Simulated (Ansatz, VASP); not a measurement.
**One calculation of Be, two programs**

File INCAR:

```
SYSTEM = Be
ALGO = Fast
EDIFF = 1E-6
ENCUT = 520
GGA = PE
ISIF = 2
ISMEAR = 0
LASPH = .True.
LCHARG = .False.
LREAL = .False.
LWAVE = .False.
NBANDS = 12
NELM = 80
PREC = Accurate
SIGMA = 0.1
```

Contents of KPOINTS:

```
k-points
0
Gamma
  9 9 4
  0 0 0
```

The input POSCAR:

```
Be
1.0
    2.8275484864      0.0000000000      0.0000000000
   -1.4137742432      2.4487288197      0.0000000000
    0.0000000000      0.0000000000      4.6654550026
Be
4
Direct
    0.3333333333      0.6666666667      0.4375000000
    0.6666666667      0.3333333333      0.9375000000
    0.6666666667      0.3333333333      0.5625000000
    0.3333333333      0.6666666667      0.0625000000
```

Input for Ansatz:

```yaml
crystal:
  lattice:
    - [2.8275484864, 0.0, 0.0]
    - [-1.4137742432, 2.4487288197, 0.0]
    - [0.0, 0.0, 4.6654550026]
  atoms:
    - { symbol: Be, position: [0.3333333333, 0.6666666667, 0.4375] }
    - { symbol: Be, position: [0.6666666667, 0.3333333333, 0.9375] }
    - { symbol: Be, position: [0.6666666667, 0.3333333333, 0.5625] }
    - { symbol: Be, position: [0.3333333333, 0.6666666667, 0.0625] }
basis:
  ecutwfc: 420
kpoints:
  mp_grid: { grid: [9, 9, 4] }
hamiltonian:
  xc: pbe
scf:
  occupations: { method: gaussian, width: 0.1 }
  lower_state_search: "off"
output:
  forces: true
  stress: true
  eigenvalues: true
```

Alike in both runs: task single point; functional PBE; k mesh 9 × 9 × 4; occupations gaussian, width 0.1 eV; no spin polarisation.

|  | VASP | Ansatz |
| --- | --- | --- |
| version | VASP 6.6.1 | Ansatz 0.2.0 |
| potentials or method | VASP PAW PBE potentials, release 64 (Be), cutoff 520 eV | scalar-relativistic, plane waves, PAW |
| valence electrons in the cell | 8 | 8 |

```tsv
	VASP	Ansatz	Ansatz less VASP
gap on the k mesh at the Fermi level (eV)	none	none	-
rms of the force components (eV/Å)	0.243	0.243	+0.0006
```

Atom by atom the forces differ by 0.001 eV/Å (rms over components). A gap of «none» marks a metal or a gap that the smearing closes. With one functional, cell and mesh, what is left measures potentials, basis and numerics.
